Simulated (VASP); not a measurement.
O:

```
O
1.0
     1.42335    0.82177    3.40830
    -1.42335    0.82177    3.40830
     0.00000   -1.64354    3.40830
O
2
Direct
  0.05770 0.05770 0.05770
  0.94230 0.94230 0.94230
```

Base run:

```yaml
Program: VASP 6.6.1
Functional: PBEsol
Potentials_or_basis: VASP PAW PBE potentials, release 64 (O)
Cutoff: 520 eV
k_mesh: 10 × 10 × 10
Occupations: fermi-dirac, width 0.02 eV
Spin: no spin polarisation
```

Its results: band gap on the k mesh zero (bands 6 and 7 overlap by 1.31 eV); pressure 5.9 GPa; largest force 3.936 eV/Å.

Question: The run is repeated on the same cell with these changes: functional from PBEsol to PBE. What comes out?

Answer: Band gap on the k mesh zero (bands 6 and 7 overlap by 1.29 eV); pressure 9.3 GPa; largest force 4.296 eV/Å.

PBE binds less tightly than PBEsol, so the same cell stands under more pressure.

Caveats: the standard files for N, O and F lose accuracy on very short bonds; spin is off for a triplet molecule; the cell stands under pressure; this functional lacks dispersion, which holds the molecules together, so the pressure and a relaxed volume are unreliable; the PAW data sets were made with another functional, which shifts forces and pressure a little (at least some runs); forces of over 1 eV/Å act on the atoms, so gaps and moduli don't describe the material at rest (at least some runs).
